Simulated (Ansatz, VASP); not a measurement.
## Two plane-wave programs on AlN

Contents of INCAR:

```
PREC = Accurate
ENCUT = 600
EDIFF = 1E-6
ISMEAR = 0
SIGMA = 0.05
LREAL = False
LASPH = True
NELM = 120
ALGO = Normal
ISIF = 2
LWAVE = False
LCHARG = False
NBANDS = 16
GGA_COMPAT = False
```

The input KPOINTS:

```
regular mesh
0
Gamma
  9 9 6
```

Contents of POSCAR:

```
AlN
1.0
    3.4114792141      0.0000000000      0.0000000000
   -1.7057396070      2.9544276639      0.0000000000
    0.0000000000      0.0000000000      4.2503764450
Al N
2 2
Direct
    0.3333333333      0.6666666667      0.7500000000
    0.6666666667      0.3333333333      0.2500000000
    0.3333333333      0.6666666667      0.2500000000
    0.6666666667      0.3333333333      0.7500000000
```

Input for Ansatz:

```yaml
crystal:
  lattice:
    - [3.4114792141, 0.0, 0.0]
    - [-1.705739607, 2.9544276639, 0.0]
    - [0.0, 0.0, 4.250376445]
  atoms:
    - { symbol: Al, position: [0.3333333333, 0.6666666667, 0.75] }
    - { symbol: Al, position: [0.6666666667, 0.3333333333, 0.25] }
    - { symbol: "N", position: [0.3333333333, 0.6666666667, 0.25] }
    - { symbol: "N", position: [0.6666666667, 0.3333333333, 0.75] }
basis:
  ecutwfc: 420
kpoints:
  mp_grid: { grid: [9, 9, 6] }
hamiltonian:
  xc: lda
scf:
  occupations: { method: gaussian, width: 0.05 }
output:
  forces: true
  stress: true
  eigenvalues: true
```

Change from the starting cell: strain +0.030 along x and y, +0.015 along z, atoms carried along.

Alike in both runs: task single point; functional LDA; k mesh 9 × 9 × 6; occupations gaussian, width 0.05 eV; no spin polarisation.

|  | VASP | Ansatz |
| --- | --- | --- |
| version | VASP 6.6.1 | Ansatz 0.2.0 |
| potentials or method | VASP PAW LDA potentials, release 64 (Al, N), cutoff 600 eV | scalar-relativistic, plane waves, PAW |
| valence electrons in the cell | 16 | 16 |

|  | VASP | Ansatz | Ansatz less VASP |
| --- | --- | --- | --- |
| gap on the k mesh at the Fermi level (eV) | 2.78 | 2.77 | -0.009 |
| least direct gap on the mesh (eV) | 2.78 | 2.77 | -0.009 |
| pressure (GPa) | -20.9 | -21.1 | -0.27 |
| traceless stress, the component that is largest in VASP (GPa) | 2.43 | 2.53 | +0.100 |

LDA's correlation is that of Perdew and Zunger in VASP and of Perdew and Wang (1992) in Ansatz.
